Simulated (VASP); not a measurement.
# GaN (R3m) in VASP: further runs

The runs below take GaN through single point, with r2SCAN.

Everything below comes from runs of VASP 6.6.1. Logs are shortened: lines on timing, memory, paths and dates and some standing lists are left out, and cuts for length are marked.

### Step 1. The cell of the first run

The structure is trigonal, space group R3m (No. 160). The conventional cell has a = 3.244 Å, b = 3.244 Å, c = 7.726 Å, α = 90.00°, β = 90.00°, γ = 120.00°. Ga (site symmetry 3m) has 4 N at 1.95 to 1.97 Å within 2.6 Å. Within 2.6 Å of N (site symmetry 3m) lie 4 Ga at 1.95 to 1.97 Å.

### Step 2. Single point, r2SCAN (epitaxial 111 strain +2.0%)

POSCAR reads:

```
GaN
1.0
   -0.0424854305      2.2514461614      2.2514461614
    2.2514461614     -0.0424854305      2.2514461614
    2.2514461614      2.2514461614     -0.0424854305
Ga N
1 1
Direct
   -0.0012512220     -0.0012512220     -0.0012512220
    0.2512512220      0.2512512220      0.2512512220
```

INCAR.step1 reads:

```
SYSTEM = GaN
PREC = Accurate
ENCUT = 520
ISMEAR = 0
SIGMA = 0.01
LREAL = .FALSE.
LASPH = .TRUE.
NELM = 60
NBANDS = 16
GGA = PE
ALGO = Normal
EDIFF = 1E-4
LWAVE = .TRUE.
LCHARG = .FALSE.
```

INCAR.step2 reads:

```
SYSTEM = GaN
PREC = Accurate
ENCUT = 520
EDIFF = 1E-6
ISMEAR = 0
SIGMA = 0.01
LREAL = .FALSE.
LASPH = .TRUE.
NELM = 60
ALGO = Normal
ISIF = 2
LWAVE = .FALSE.
LCHARG = .FALSE.
METAGGA = R2SCAN
LMIXTAU = .TRUE.
NBANDS = 16
ISTART = 1
```

KPOINTS reads:

```
regular mesh
0
G
  10 10 10
  0 0 0
```

Potentials or basis: VASP PAW PBE potentials, release 64 (Ga_d, N).

Launch:

```bash
cat potpaw_PBE.64/Ga_d/POTCAR potpaw_PBE.64/N/POTCAR > POTCAR
cp INCAR.step1 INCAR
mpirun -np 1 vasp_std > vasp.out
cp INCAR.step2 INCAR
mpirun -np 1 vasp_std > vasp.out
```

OUTCAR:

```text
SYSTEM = GaN
   PREC = Accurate
   ENCUT = 520
   EDIFF = 1E-6
   ISMEAR = 0
   LREAL = .FALSE.
   LASPH = .TRUE.
   NELM = 60
   ISIF = 2
   METAGGA = R2SCAN
   ISTART = 1

 ion  position               nearest neighbor table
   1  0.999  0.999  0.999-   2 1.95   2 1.97   2 1.97   2 1.97
   2  0.251  0.251  0.251-   1 1.95   1 1.97   1 1.97   1 1.97

  LATTYP: Found a trigonal (rhomboedric) cell.
 ALAT       =     3.1843091318
 COS(alpha) =     0.4810440682

  Lattice vectors:

 A1 = (  -0.0424854305,   2.2514461614,   2.2514461614)
 A2 = (   2.2514461614,  -0.0424854305,   2.2514461614)
 A3 = (   2.2514461614,   2.2514461614,  -0.0424854305)

Analysis of symmetry for initial positions (statically):
=====================================================================
 Subroutine PRICEL returns:
 Original cell was already a primitive cell.

 Routine SETGRP: Setting up the symmetry group for a
 trigonal (rhombohedral) supercell.

 Subroutine GETGRP returns: Found  6 space group operations
 (whereof  6 operations were pure point group operations)
 out of a pool of 12 trial point group operations.

The static configuration has the point symmetry C_3v.

Analysis of symmetry for dynamics (positions and initial velocities):
=====================================================================
 Subroutine PRICEL returns:
 Original cell was already a primitive cell.

 Routine SETGRP: Setting up the symmetry group for a
 trigonal (rhombohedral) supercell.

 Subroutine GETGRP returns: Found  6 space group operations
 (whereof  6 operations were pure point group operations)
 out of a pool of 12 trial point group operations.

The dynamic configuration has the point symmetry C_3v.

 Subroutine INISYM returns: Found  6 space group operations
 (whereof  6 operations are pure point group operations),
 and found     1 'primitive' translations

----------------------------------------------------------------------------------------

                                     Primitive cell

  volume of cell :      23.4712

  direct lattice vectors                    reciprocal lattice vectors
    -0.042485430  2.251446161  2.251446161    -0.215890263  0.220042528  0.220042528
     2.251446161 -0.042485430  2.251446161     0.220042528 -0.215890263  0.220042528
     2.251446161  2.251446161 -0.042485430     0.220042528  0.220042528 -0.215890263

  length of vectors
     3.184309132  3.184309132  3.184309132     0.378742701  0.378742701  0.378742701

  position of ions in fractional coordinates (direct lattice)
     0.998748778  0.998748778  0.998748778
     0.251251222  0.251251222  0.251251222

  ion indices of the primitive-cell ions
   primitive index   ion index
                 1           1
                 2           2

----------------------------------------------------------------------------------------

 KPOINTS: regular mesh

Automatic generation of k-mesh.
 Grid dimensions read from file:
 generate k-points for:   10   10   10

 Generating k-lattice:

  Cartesian coordinates                     Fractional coordinates (reciprocal lattice)
    -0.021589026  0.022004253  0.022004253     0.100000000  0.000000000  0.000000000
     0.022004253 -0.021589026  0.022004253     0.000000000  0.100000000  0.000000000
     0.022004253  0.022004253 -0.021589026     0.000000000  0.000000000  0.100000000

  Length of vectors
     0.037874270  0.037874270  0.037874270

  Shift w.r.t. Gamma in fractional coordinates (k-lattice)
     0.000000000  0.000000000  0.000000000

 Subroutine IBZKPT returns following result:
 ===========================================

 Found    116 irreducible k-points:

 Following reciprocal coordinates:
            Coordinates               Weight
  0.000000  0.000000  0.000000      1.000000
  0.100000  0.000000  0.000000      6.000000
  0.200000  0.000000  0.000000      6.000000
  0.300000  0.000000  0.000000      6.000000
  0.400000 -0.000000 -0.000000      6.000000
  0.500000  0.000000  0.000000      3.000000
[... 16 lines left out ...]
  0.300000  0.300000  0.000000      6.000000
  0.400000  0.300000 -0.000000     12.000000
 [... further k-points ...]
   k-points           NKPTS =    116   k-points in BZ     NKDIM =    116   number of bands    NBANDS=     16
   number of dos      NEDOS =    301   number of ions     NIONS =      2
   total plane-waves  NPLWV =  13824
   dimension x,y,z NGX =    24 NGY =   24 NGZ =   24
   dimension x,y,z NGXF=    48 NGYF=   48 NGZF=   48
   ions per type =               1   1
   NGX,Y,Z   is equivalent  to a cutoff of  12.53, 12.53, 12.53 a.u.
   NGXF,Y,Z  is equivalent  to a cutoff of  25.06, 25.06, 25.06 a.u.
 SYSTEM =  GaN
   PREC   = accura    normal or accurate (medium, high low for compatibility)
   ISTART =      1    job   : 0-new  1-cont  2-samecut
   ICHARG =      0    charge: 1-file 2-atom 10-const
   ISPIN  =      1    spin polarized calculation?
   LNONCOLLINEAR =      F non collinear calculations
   LSORBIT =      F    spin-orbit coupling
   LASPH  =      T    aspherical Exc in radial PAW
   ENCUT  =  520.0 eV  38.22 Ry    6.18 a.u.   5.92  5.92  5.92*2*pi/ulx,y,z
   NELM   =     60;   NELMIN=  2; NELMDL=  0     # of ELM steps
   EDIFF  = 0.1E-05   stopping-criterion for ELM
   LREAL  =      F    real-space projection
   EDIFFG = 0.1E-04   stopping-criterion for IOM
   NSW    =      0    number of steps for IOM
   IBRION =     -1    ionic relax: 0-MD 1-quasi-New 2-CG
   NFREE  =      0    steps in history (QN), initial steepest desc. (CG)
   ISIF   =      2    stress and relaxation
   ISYM   =      2    0-nonsym 1-usesym 2-fastsym
   POTIM  = 0.5000    time-step for ionic-motion
   TEBEG  =    0.0;   TEEND  =   0.0 temperature during run
   PSTRESS=    0.0 pullay stress
   NELECT =      18.0000    total number of electrons
   NUPDOWN=      -1.0000    fix difference up-down
   EMIN   =  10.00;   EMAX   =-10.00  energy-range for DOS
   EFERMI =   0.00;   METHOD = LEGACY
   ISMEAR =     0;   SIGMA  =   0.01  broadening in eV -4-tet -1-fermi 0-gaus
   EFERMI_NEDOS =   21; number of points for ismear=-14 and -15
   IALGO  =     38    algorithm
   IMIX   =      4    mixing-type and parameters
     AMIX     =   0.40;   BMIX     =  1.00
     AMIX_MAG =   1.60;   BMIX_MAG =  1.00
  volume/ion in A,a.u.               =      11.74        79.20
  Fermi-wavevector in a.u.,A,eV,Ry     =   1.498490  2.831736 30.551507  2.245472
  Thomas-Fermi vector in A             =   2.610242
   LORBIT       =      0    0 simple, 1 ext, 2 COOP (PROOUT), +10 PAW based schemes
   METAGGA = R2SCAN    functional components
   LHFCALC =     F    Hartree Fock is set to
   AEXX    =    0.0000 exact exchange contribution
   IVDW    =     0    specifies the selected vdW correction
   LEPSILON=     F    determine dielectric tensor
   LRPA    =     F    only Hartree local field effects (RPA)
 non-spin polarized calculation
 Gauss-broadening in eV      SIGMA  =   0.01
  energy-cutoff  :      520.00
  volume of cell :       23.47
 maximum number of plane-waves:       643
   NGX = 11   NGY = 11   NGZ = 11

 number of electron      17.9999989 magnetization

 Free energy of the ion-electron system (eV)
  ---------------------------------------------------
  ext. energy  EPLUGINS =         0.00000000
  ---------------------------------------------------
  free energy    TOTEN  =       -21.87653100 eV

  energy without entropy =      -21.87653100  energy(sigma->0) =      -21.87653100

 E-fermi :   4.9072     XC(G=0): -12.4869

 val. band max:        4.8555636702   @ k =   0.0000   0.0000   0.0000
 cond. band min:       6.6781890557   @ k =   0.0000   0.0000   0.0000
 fundamental gap:      1.8226253855
 Fermi energy:         4.9072098262

 k-point     1 :       0.0000    0.0000    0.0000
  band No.  band energies     occupation
      1     -11.7696      2.00000
      2      -9.0722      2.00000
      3      -9.0722      2.00000
      4      -9.0663      2.00000
      5      -8.7460      2.00000
      6      -8.7460      2.00000
[... 8 lines left out ...]
     15      24.1734      0.00000
     16      24.1734      0.00000

 k-point     2 :       0.1000    0.0000    0.0000
  band No.  band energies     occupation
      1     -11.6663      2.00000
      2      -9.0597      2.00000
      3      -9.0541      2.00000
      4      -9.0296      2.00000
      5      -8.7472      2.00000
      6      -8.7464      2.00000
[... 8 lines left out ...]
     15      22.8720      0.00000
     16      23.1779      0.00000

 k-point     3 :       0.2000    0.0000    0.0000
  band No.  band energies     occupation
      1     -11.4041      2.00000
      2      -9.0305      2.00000
      3      -9.0239      2.00000
      4      -8.8664      2.00000
      5      -8.7465      2.00000
      6      -8.7434      2.00000
[... 8 lines left out ...]
     15      21.9118      0.00000
     16      22.3967      0.00000

 k-point     4 :       0.3000    0.0000    0.0000
  band No.  band energies     occupation
      1     -11.1155      2.00000
      2      -9.0032      2.00000
      3      -8.9955      2.00000
      4      -8.7361      2.00000
      5      -8.7316      2.00000
      6      -8.4958      2.00000
[... 8 lines left out ...]
     15      22.2994      0.00000
     16      22.9943      0.00000

 k-point     5 :       0.4000   -0.0000   -0.0000
  band No.  band energies     occupation
      1     -10.9291      2.00000
      2      -8.9896      2.00000
      3      -8.9813      2.00000
      4      -8.7183      2.00000
      5      -8.7111      2.00000
      6      -7.9590      2.00000
[... 8 lines left out ...]
     15      23.6685      0.00000
     16      24.4913      0.00000

 k-point     6 :       0.5000    0.0000    0.0000
  band No.  band energies     occupation
      1     -10.8712      2.00000
      2      -8.9865      2.00000
      3      -8.9779      2.00000
      4      -8.7093      2.00000
      5      -8.7011      2.00000
      6      -7.6539      2.00000
[... 8 lines left out ...]
     15      24.6924      0.00000
     16      25.5667      0.00000

 k-point     7 :       0.1000    0.1000    0.0000
  band No.  band energies     occupation
      1     -11.6300      2.00000
      2      -9.0464      2.00000
      3      -9.0443      2.00000
      4      -9.0295      2.00000
      5      -8.7553      2.00000
      6      -8.7390      2.00000
[... 8 lines left out ...]
     15      24.2958      0.00000
     16      24.8521      0.00000

 k-point     8 :       0.2000    0.1000    0.0000
  band No.  band energies     occupation
      1     -11.4206      2.00000
      2      -9.0256      2.00000
      3      -9.0125      2.00000
      4      -8.9168      2.00000
      5      -8.7533      2.00000
      6      -8.7316      2.00000
[... 8 lines left out ...]
     15      23.9196      0.00000
     16      24.1834      0.00000

 k-point     9 :       0.3000    0.1000   -0.0000
  band No.  band energies     occupation
      1     -11.1447      2.00000
      2      -9.0010      2.00000
      3      -8.9809      2.00000
      4      -8.7900      2.00000
      5      -8.7202      2.00000
      6      -8.5647      2.00000
[... 8 lines left out ...]
     15      23.0963      0.00000
     16      24.2196      0.00000
[... 172 lines left out ...]
 k-point    19 :       0.5000    0.2000    0.0000
  band No.  band energies     occupation
      1     -10.7940      2.00000
      2      -8.9611      2.00000
      3      -8.9089      2.00000
      4      -8.7865      2.00000
      5      -8.6988      2.00000
      6      -7.5398      2.00000
[... 8 lines left out ...]
     15      25.5740      0.00000
     16      26.2711      0.00000

 k-point    20 :      -0.4000    0.2000    0.0000
  band No.  band energies     occupation
      1     -10.7871      2.00000
      2      -8.9665      2.00000
      3      -8.9150      2.00000
      4      -8.7589      2.00000
      5      -8.7201      2.00000
      6      -7.4426      2.00000
[... 8 lines left out ...]
     15      24.2240      0.00000
     16      25.6602      0.00000

 k-point    21 :      -0.3000    0.2000   -0.0000
  band No.  band energies     occupation
      1     -10.8635      2.00000
      2      -8.9709      2.00000
      3      -8.9346      2.00000
      4      -8.7526      2.00000
      5      -8.7469      2.00000
      6      -7.8457      2.00000
[... 8 lines left out ...]
     15      22.7015      0.00000
     16      26.0171      0.00000

 k-point    22 :      -0.2000    0.2000    0.0000
  band No.  band energies     occupation
      1     -11.0295      2.00000
      2      -8.9817      2.00000
      3      -8.9708      2.00000
      4      -8.7654      2.00000
      5      -8.7548      2.00000
      6      -8.3428      2.00000
[... 8 lines left out ...]
     15      22.7844      0.00000
     16      26.0689      0.00000

 k-point    23 :       0.3000    0.3000    0.0000
  band No.  band energies     occupation
      1     -10.9317      2.00000
      2      -8.9038      2.00000
      3      -8.8894      2.00000
      4      -8.8832      2.00000
      5      -8.6979      2.00000
      6      -8.3102      2.00000
[... 8 lines left out ...]
     15      27.3191      0.00000
     16      27.7732      0.00000

 k-point    24 :       0.4000    0.3000   -0.0000
  band No.  band energies     occupation
      1     -10.8065      2.00000
      2      -8.9240      2.00000
      3      -8.8565      2.00000
      4      -8.8444      2.00000
      5      -8.6886      2.00000
      6      -7.9000      2.00000
[... 8 lines left out ...]
     15      27.5426      0.00000
     16      27.8916      0.00000

 [... further k-points ...]

------------------------ aborting loop because EDIFF is reached ----------------------------------------

  FORCE on cell =-STRESS in cart. coord.  units (eV):
  Direction    XX          YY          ZZ          XY          YZ          ZX
  --------------------------------------------------------------------------------------
  -------------------------------------------------------------------------------------
  Total       -0.6754613     -0.6754613     -0.6754613      0.4201746      0.4201746      0.4201746
  in kB      -46.1079321    -46.1079321    -46.1079321     28.6817029     28.6817029     28.6817029
  external PRESSURE =     -46.1079321 kB  Pullay stress =       0.0000000 kB

 VOLUME and BASIS-vectors are now :
 -----------------------------------------------------------------------------
  energy-cutoff  :      520.00
  volume of cell :       23.47
      direct lattice vectors                 reciprocal lattice vectors
    -0.042485430  2.251446161  2.251446161    -0.215890263  0.220042528  0.220042528
     2.251446161 -0.042485430  2.251446161     0.220042528 -0.215890263  0.220042528
     2.251446161  2.251446161 -0.042485430     0.220042528  0.220042528 -0.215890263

 POSITION                                       TOTAL-FORCE (eV/Angst)
 -----------------------------------------------------------------------------------
      4.45483      4.45483      4.45483        -0.009386     -0.009386     -0.009386
      1.12068      1.12068      1.12068         0.009386      0.009386      0.009386
 -----------------------------------------------------------------------------------
    total drift:                               -0.003437     -0.003437     -0.003437

  FREE ENERGIE OF THE ION-ELECTRON SYSTEM (eV)
  ---------------------------------------------------
  free  energy   TOTEN  =       -21.8765309982 eV

  energy  without entropy=      -21.8765309982  energy(sigma->0) =      -21.87653100
```

Wall time 2.7 min (1 thread of AMD EPYC 7R13 (Zen 3), shared host); peak memory 0.14 GiB.

What came out:

- Free energy: -21.8765 eV
- Pressure: -4.6 GPa
- Largest force: 0.016 eV/Å
- Band gap on the k mesh: 1.82 eV, direct

Forces on the atoms (eV/Å):
```
Ga  -0.009 -0.009 -0.009
N    0.009  0.009  0.009
```

Caveat: the cell differs from its parent crystal (epitaxial 111 strain +2.0%); the PAW data sets were made with another functional, which shifts forces and pressure a little.

[end of part 1 of 2]
